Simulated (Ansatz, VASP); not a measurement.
# Two plane-wave programs on Al

Contents of INCAR:

```
SYSTEM = Al
  ALGO = Fast
  EDIFF = 1E-6
  ENCUT = 520
  GGA = PE
  ISIF = 2
  ISMEAR = 0
  LASPH = .True.
  LCHARG = .False.
  LREAL = .False.
  LWAVE = .False.
  NBANDS = 8
  NELM = 100
  PREC = Accurate
  SIGMA = 0.15
```

File KPOINTS:

```
k-points
0
Gamma
  20 20 20
  0 0 0
```

POSCAR

```
Al
1.0
    0.0000000000      2.0442198000      2.0239800000
    2.0037402000      0.0000000000      2.0239800000
    2.0037402000      2.0442198000      0.0000000000
Al
1
Direct
    0.0000000000      0.0000000000      0.0000000000
```

Input for Ansatz:

```yaml
crystal:
  lattice:
    - [0.0, 2.0442198, 2.02398]
    - [2.0037402, 0.0, 2.02398]
    - [2.0037402, 2.0442198, 0.0]
  atoms:
    - { symbol: Al, position: [0.0, 0.0, 0.0] }
basis:
  ecutwfc: 420
kpoints:
  mp_grid: { grid: [20, 20, 20] }
hamiltonian:
  xc: pbe
scf:
  occupations: { method: gaussian, width: 0.15 }
output:
  forces: true
  stress: true
  eigenvalues: true
```

Change from the starting cell: strain -0.0100 x Voigt [1, -1, 0, 0, 0, 0], atoms carried along.

Alike in both runs: task single point; functional PBE; k mesh 20 × 20 × 20; occupations gaussian, width 0.15 eV; no spin polarisation.

|  | VASP | Ansatz |
| --- | --- | --- |
| version | VASP 6.6.1 | Ansatz 0.2.0 |
| potentials or method | VASP PAW PBE potentials, release 64 (Al), cutoff 520 eV | scalar-relativistic, plane waves, PAW |
| valence electrons in the cell | 3 | 3 |

Ansatz gave:

- gap on the k mesh at the Fermi level (eV): none
- pressure (GPa): -0.4
- traceless stress, the component that is largest in VASP (GPa): -0.32

Problem. Which values does VASP return?

Solution. gap on the k mesh at the Fermi level (eV): none; pressure (GPa): -0.4; traceless stress, the component that is largest in VASP (GPa): -0.31.

A gap of «none» marks a metal or a gap that the smearing closes. With one functional, cell and mesh, what is left measures potentials, basis and numerics.
